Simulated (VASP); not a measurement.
Wanted: the native input for a VASP 6.6.1 run.

```
Task                   : single point
Functional             : PBE
Potentials or basis    : VASP PAW PBE potentials, release 64 (Na_pv, H)
Cutoff                 : 520 eV
k mesh                 : 12 × 12 × 6
Occupations            : gaussian, width 0.01 eV
Spin                   : no spin polarisation
Dipole correction      : no
Further INCAR settings : ALGO = Normal; EDIFF = 1e-07; NBANDS = 16
```

The structure of NaH lies in POSCAR:

```
NaH
1.0
    3.9532815359      0.0000000000      0.0000000000
   -1.9766407679      3.4236422384      0.0000000000
    0.0000000000      0.0000000000      4.8282923139
Na H
2 2
Direct
    0.3333333333      0.6666666667     -0.0624996803
    0.6666666667      0.3333333333      0.4375003197
    0.3333333333      0.6666666667      0.4374996803
    0.6666666667      0.3333333333      0.9374996803
```

These files were run (other wordings do the same):

INCAR

```
PREC = Accurate
ENCUT = 520
EDIFF = 1E-7
ISMEAR = 0
SIGMA = 0.01
LREAL = F
LASPH = T
NELM = 100
ALGO = Normal
ISIF = 2
LWAVE = F
LCHARG = F
GGA = PE
NBANDS = 16
```

KPOINTS

```
Automatic mesh
0
Gamma
  12 12 6
```

Potentials or basis: VASP PAW PBE potentials, release 64 (Na_pv, H).

Launch:

```bash
$ cat potpaw_PBE.64/Na_pv/POTCAR potpaw_PBE.64/H/POTCAR > POTCAR
$ mpirun -np 1 vasp_std > vasp.out
```

Results of the run:

| Quantity | Value |
| --- | --- |
| Pressure | 0.3 GPa |
| Band gap on the k mesh | 3.33 eV, indirect (least direct gap 4.12 eV) |

Run time: 29 s on 1 thread of Intel(R) Xeon(R) 6975P-C (Granite Rapids), on a shared host, peak memory 0.2 GiB.
